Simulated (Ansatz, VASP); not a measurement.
## Pd in VASP and in Ansatz

```
Pd
1.0
     0.00000    2.72561    2.72561
     2.72561    0.00000    2.72561
     2.72561    2.72561    0.00000
Pd
2
Direct
  0.12500 0.12500 0.12500
  0.87500 0.87500 0.87500
```

Alike in both runs: task single point; functional PBEsol; k mesh 11 × 11 × 11; occupations fermi-dirac, width 0.1 eV; no spin polarisation.

```csv
,VASP,Ansatz
version,VASP 6.6.1,Ansatz 0.2.0
potentials or method,"VASP PAW PBE potentials, release 64 (Pd_sv_GW), cutoff 630 eV","plane waves (420 eV) with PAW, scalar-relativistic"
valence electrons in the cell,36,36
```

```csv
,VASP,Ansatz,Ansatz less VASP
pressure (GPa),14.8,14.9,+0.12
```

VASP's potentials were made for PBE, not for PBEsol, and Ansatz warns of the same on its side.
